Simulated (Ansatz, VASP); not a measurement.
Hf: VASP beside Ansatz

The input INCAR:

```
PREC = Accurate
ENCUT = 520
EDIFF = 1E-7
ISMEAR = -1
SIGMA = 0.08
LREAL = F
LASPH = T
NELM = 60
ALGO = Normal
ISIF = 2
LWAVE = F
LCHARG = T
GGA = PE
LELF = T
LVHAR = T
NBANDS = 11
```

File KPOINTS:

```
regular mesh
0
Gamma
  17 17 17
```

The input POSCAR:

```
Hf
1.0
   -1.3594644759      1.3594644759      1.3594644759
    1.3594644759     -1.3594644759      1.3594644759
    1.3594644759      1.3594644759     -1.3594644759
Hf
1
Direct
    0.0000000000      0.0000000000      0.0000000000
```

Input for Ansatz:

```yaml
crystal:
  lattice:
    - [-1.3594644759, 1.3594644759, 1.3594644759]
    - [1.3594644759, -1.3594644759, 1.3594644759]
    - [1.3594644759, 1.3594644759, -1.3594644759]
  atoms:
    - { symbol: Hf, position: [0.0, 0.0, 0.0] }
kpoints:
  mp_grid: { grid: [17, 17, 17] }
scf:
  occupations: { method: fermi_dirac, width: 0.08 }
hamiltonian:
  xc: pbe
  pseudopotentials: { kind: paw }
output:
  forces: true
  stress: true
  eigenvalues: true
  populations: true
```

Change from the starting cell: volume scaled by 0.45, PAW files.

Alike in both runs: task single point; functional PBE; k mesh 17 × 17 × 17; occupations fermi-dirac, width 0.08 eV; no spin polarisation.

```csv
,VASP,Ansatz
version,VASP 6.6.1,Ansatz 0.2.0
potentials or method,"VASP PAW PBE potentials, release 64 (Hf_pv)","PAW with Ansatz's default frozen-core files, scalar-relativistic"
plane-wave cutoff (eV),520,420
valence electrons in the cell,10,26
```

Ansatz gave:

```
pressure (GPa) : 328.7
```

Question: Estimate VASP's values.

Answer: Pressure (GPa): 323.1.

Both programs put the cell under a high pressure, so it lies far from rest at this level. VASP's potentials hold 10 valence electrons a cell and Ansatz's 26, so a difference there can come from the potentials and not from the codes.

Neither program's run includes spin-orbit coupling. Noted on VASP's run: the cell as given lies far from equilibrium.
